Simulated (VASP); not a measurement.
# Ga3As3CO in VASP: notebook, part 2 of 2

VASP 6.6.1. The steps go on from the part before.

## 3. Single point, PBE+D3(BJ)

INCAR

```
ALGO = Normal
DIPOL = 0.5 0.5 0.320
EDIFF = 1E-6
ENCUT = 520
GGA = PE
GGA_COMPAT = False
IDIPOL = 3
ISIF = 2
ISMEAR = 0
IVDW = 12
LASPH = True
LCHARG = True
LDIPOL = True
LELF = True
LREAL = False
LVACPOTAV = True
LVHAR = True
LWAVE = False
NBANDS = 57
NELM = 120
NELMDL = -8
PREC = Accurate
SIGMA = 0.05
```

KPOINTS

```
k-points
0
Gamma
  7 5 1
```

POSCAR

```
Ga3As3CO
1.0
    4.0137031111      0.0000000000      0.0000000000
    0.0000000000      5.6762333751      0.0000000000
    0.0000000000      0.0000000000     23.3352699083
Ga As O C
3 3 1 1
Direct
    0.5000000000      0.5000000000      0.1714143447
    0.0000000000      0.0653835255      0.2680035048
    0.5000000000      0.4894639609      0.3228546357
    0.0000000000      0.2500000000      0.1714143447
    0.5000000000      0.8102208698      0.2504948966
    0.0000000000      0.2887573198      0.3593388866
    0.5000000000      1.1220906532      0.4836142866
    0.5000000000      1.1220906532      0.5328959107
```

Potentials or basis: VASP PAW PBE potentials, release 64 (Ga_d, As_d, O, C).

Launch:

```console
> cat potpaw_PBE.64/Ga_d/POTCAR potpaw_PBE.64/As_d/POTCAR potpaw_PBE.64/O/POTCAR potpaw_PBE.64/C/POTCAR > POTCAR
> mpirun -np 1 vasp_std > vasp.out
```

OUTCAR:

```text
EDIFF = 1E-6
   ENCUT = 520
   GGA = PE
   ISIF = 2
   ISMEAR = 0
   IVDW = 12
   LASPH = True
   LREAL = False
   NELM = 120
   NELMDL = -8
   PREC = Accurate
 IVDW          = 12

 ion  position               nearest neighbor table
   1  0.500  0.500  0.171-   4 2.46   4 2.46   5 2.55
   2  0.000  0.065  0.268-   6 2.48   4 2.49   5 2.51   5 2.51
   3  0.500  0.489  0.323-   6 2.46   6 2.46   5 2.48
   4  0.000  0.250  0.171-   1 2.46   1 2.46   2 2.49
   5  0.500  0.810  0.250-   3 2.48   2 2.51   2 2.51   1 2.55
   6  0.000  0.289  0.359-   3 2.46   3 2.46   2 2.48
   7  0.500  0.122  0.484-   8 1.15
   8  0.500  0.122  0.533-   7 1.15

  LATTYP: Found a simple orthorhombic cell.
 ALAT       =     4.0137031111
 B/A-ratio  =     1.4142135624
 C/A-ratio  =     5.8139003465

  Lattice vectors:

 A1 = (   4.0137031111,   0.0000000000,   0.0000000000)
 A2 = (   0.0000000000,   5.6762333751,   0.0000000000)
 A3 = (   0.0000000000,   0.0000000000,  23.3352699083)

Analysis of symmetry for initial positions (statically):
=====================================================================
 Subroutine PRICEL returns:
 Original cell was already a primitive cell.

 Routine SETGRP: Setting up the symmetry group for a
 simple orthorhombic supercell.

 Subroutine GETGRP returns: Found  2 space group operations
 (whereof  2 operations were pure point group operations)
 out of a pool of  8 trial point group operations.

The static configuration has the point symmetry C_1h.

Analysis of symmetry for dynamics (positions and initial velocities):
=====================================================================
 Subroutine PRICEL returns:
 Original cell was already a primitive cell.

 Routine SETGRP: Setting up the symmetry group for a
 simple orthorhombic supercell.

[... 129 lines left out ...]
   LHFCALC =     F    Hartree Fock is set to
   AEXX    =    0.0000 exact exchange contribution
   IVDW    =    12    specifies the selected vdW correction
   LEPSILON=     F    determine dielectric tensor
   LRPA    =     F    only Hartree local field effects (RPA)
 non-spin polarized calculation
 Gauss-broadening in eV      SIGMA  =   0.05
  energy-cutoff  :      520.00
  volume of cell :      531.64
 maximum number of plane-waves:     14367
 NGX is ok and might be reduce to    30
   NGX = 15   NGY = 21   NGZ = 87

 dipolmoment           0.000000      0.000000     -0.001024 electrons x Angstroem

 number of electron      93.9999977 magnetization

 dipolmoment           0.000000      0.000000      0.057622 electrons x Angstroem

 Free energy of the ion-electron system (eV)
  ---------------------------------------------------
  ext. energy  EPLUGINS =         0.00000000
  ---------------------------------------------------
  free energy    TOTEN  =       -37.57209023 eV

  energy without entropy =      -37.57209023  energy(sigma->0) =      -37.57209023

 E-fermi :  -2.2894     XC(G=0):  -3.8699

 val. band max:       -2.4907164219   @ k =   0.0000   0.0000   0.0000
 cond. band min:      -2.0839468714   @ k =   0.4286   0.0000   0.0000
 fundamental gap:      0.4067695505
 Fermi energy:        -2.2894186489

 k-point     1 :       0.0000    0.0000    0.0000
  band No.  band energies     occupation
      1     -37.7195      2.00000
      2     -37.7082      2.00000
      3     -37.7035      2.00000
      4     -37.6900      2.00000
      5     -37.6886      2.00000
      6     -37.2950      2.00000
[... 709 lines left out ...]
     56       2.5125      0.00000
     57       2.8484      0.00000

------------------------ aborting loop because EDIFF is reached ----------------------------------------

 Edisp (eV)   -1.27644

 E8    (eV) :    -0.5780

  FORCE on cell =-STRESS in cart. coord.  units (eV):
  Direction    XX          YY          ZZ          XY          YZ          ZX
  --------------------------------------------------------------------------------------
  -------------------------------------------------------------------------------------
  Total      -2.08297    -2.71888    -0.76546     0.00000    -0.08836     0.00000
  in kB      -6.27734    -8.19374    -2.30683     0.00000    -0.26629     0.00000
  external pressure =       -5.59 kB  Pullay stress =        0.00 kB

 VOLUME and BASIS-vectors are now :
 -----------------------------------------------------------------------------
  energy-cutoff  :      520.00
  volume of cell :      531.64
      direct lattice vectors                 reciprocal lattice vectors
     4.013703111  0.000000000  0.000000000     0.249146480  0.000000000  0.000000000
     0.000000000  5.676233375  0.000000000     0.000000000  0.176173165  0.000000000
     0.000000000  0.000000000 23.335269908     0.000000000  0.000000000  0.042853586

 POSITION                                       TOTAL-FORCE (eV/Angst)
 -----------------------------------------------------------------------------------
      2.00685      2.83812      4.00000         0.000000     -0.322657      1.033270
      0.00000      0.37113      6.25393         0.000000     -0.000682      0.012242
      2.00685      2.77831      7.53390         0.000000     -0.012846      0.003000
      0.00000      1.41906      4.00000         0.000000      0.328955     -1.051497
      2.00685      4.59900      5.84537         0.000000      0.009364     -0.006367
      0.00000      1.63905      8.38527         0.000000      0.015854     -0.006292
      2.00685      0.69302     11.28527         0.000000     -0.021885      0.734164
      2.00685      0.69302     12.43527         0.000000      0.003897     -0.718520
 -----------------------------------------------------------------------------------
    total drift:                                0.000000      0.003786     -0.003527

  FREE ENERGIE OF THE ION-ELECTRON SYSTEM (eV)
  ---------------------------------------------------
  free  energy   TOTEN  =       -38.8485274257 eV

  energy  without entropy=      -38.8485274255  energy(sigma->0) =      -38.84852743

 vacuum level on the upper side and lower side of the slab         2.604         2.147
```

stdout:

```text
POSCAR found type information on POSCAR GaAsO C
 POSCAR found :  4 types and       8 ions
 scaLAPACK will be used
 LDA part: xc-table for (Slater+PW92), standard interpolation
 POSCAR, INCAR and KPOINTS ok, starting setup
 FFT: planning ... GRIDC
 FFT: planning ... GRID_SOFT
 FFT: planning ... GRID
 WAVECAR not read
 entering main loop
 -----------------------------------------------------------------------------
|                                                                             |
|           W    W    AA    RRRRR   N    N  II  N    N   GGGG   !!!           |
|           W    W   A  A   R    R  NN   N  II  NN   N  G    G  !!!           |
|           W    W  A    A  R    R  N N  N  II  N N  N  G       !!!           |
|           W WW W  AAAAAA  RRRRR   N  N N  II  N  N N  G  GGG   !            |
|           WW  WW  A    A  R   R   N   NN  II  N   NN  G    G                |
|           W    W  A    A  R    R  N    N  II  N    N   GGGG   !!!           |
|                                                                             |
|     Did not find any points to average over, which means that no vacuum     |
|     field-free region was found. Please increase the size of  your cell     |
|     in the dimension of the dipole correction to obtain accurate            |
|     workfunction values.                                                    |
|                                                                             |
 -----------------------------------------------------------------------------
```

Run time: 6.2 min. Hardware: 1 thread of Intel Xeon 6975P-C (Granite Rapids), shared host; peak memory 0.73 GiB.

Results:

```
Free energy                : -38.8485 eV
Largest force              : 1.102 eV/Å
Band gap on the k mesh     : 0.41 eV (least direct gap 0.76 eV)
Dispersion energy per atom : -0.160 eV
```

Forces on the atoms (eV/Å):
```
Ga   0.000 -0.323  1.033
Ga   0.000 -0.001  0.012
Ga   0.000 -0.013  0.003
As   0.000  0.329 -1.051
As   0.000  0.009 -0.006
As   0.000  0.016 -0.006
O    0.000 -0.022  0.734
C    0.000  0.004 -0.719
```
